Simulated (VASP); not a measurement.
LiCl: single point with LDA

Crystal: LiCl.

```
Li Cl
1.0
     3.86601    0.00000    0.00000
    -1.93300    3.34806    0.00000
     0.00000    0.00000    6.35716
Li Cl
2 2
Cartesian
  1.9330 1.1160 5.5690
  0.0000 2.2320 2.3904
  1.9330 1.1160 3.1721
  0.0000 2.2320 6.3507
```

```yaml
Program: VASP 6.6.1
Task: single point
Functional: LDA
Potentials_or_basis: VASP PAW LDA potentials, release 64 (Li_sv, Cl)
Cutoff: 520 eV
k_mesh: 9 × 9 × 4
Occupations: tetrahedron
Spin: no spin polarisation
Dipole_correction: no
Further_INCAR_settings: ALGO = Normal; EDIFF = 1e-06; NBANDS = 18
```

```json
{
 "Largest force": "0.017 eV/Å",
 "Band gap on the k mesh": "5.63 eV"
}
```

Forces on the atoms (eV/Å):
```
Li   0.000  0.000 -0.017
Li   0.000  0.000 -0.017
Cl   0.000  0.000  0.017
Cl   0.000  0.000  0.017
```

Levels at points of the mesh, in eV from the valence-band top:
| k point | band 8 | band 9 | band 10 | band 11 | band 12 | band 13 |
| --- | --- | --- | --- | --- | --- | --- |
| (0.00, 0.00, 0.00) | -0.01 | 0.00 | 0.00 | 5.63 | 7.95 | 9.81 |
| (0.00, 0.00, 0.50) | -0.16 | -0.16 | -0.16 | 6.97 | 6.97 | 9.90 |

It took 24 s on 1 thread of Intel(R) Xeon(R) 6975P-C (Granite Rapids), with other jobs on the host, peak memory 0.18 GiB.

Caveat: an odd mesh through Γ misses points on the zone boundary, where band edges can lie.
